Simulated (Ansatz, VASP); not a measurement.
## Two plane-wave programs on Br

```
Br
1.0
     4.89939    0.00000    0.00000
    -2.44969    4.24299    0.00000
     0.00000    0.00000    4.45015
Br
2
Direct
  0.66667 0.33333 0.00000
  0.33333 0.66667 0.00000
```

Alike in both runs: task relaxation of cell and atoms; functional PBE; k mesh 12 × 12 × 12; occupations gaussian, width 0.1 eV; no spin polarisation.

```csv
,VASP,Ansatz
version,VASP 6.6.1,Ansatz 0.2.0
potentials or method,"VASP PAW PBE potentials, release 64 (Br), cutoff 600 eV","scalar-relativistic, plane waves, PAW"
valence electrons in the cell,14,14
```

VASP gave:

| Item | Value |
| --- | --- |
| gap on the k mesh at the Fermi level, each at its own relaxed structure (eV) | none |
| relaxed volume (Å³/atom) | 48.99 |
| relaxed length of the cell vector where the two differ most in proportion (Å) | 4.693 |

Problem. Estimate Ansatz's values.

Solution. gap on the k mesh at the Fermi level, each at its own relaxed structure (eV): none; relaxed volume (Å³/atom): 49.65; relaxed length of the cell vector where the two differ most in proportion (Å): 4.755.

A gap of «none» marks a metal or a gap that the smearing closes. Ansatz's warnings: xc potential rough in thin density.
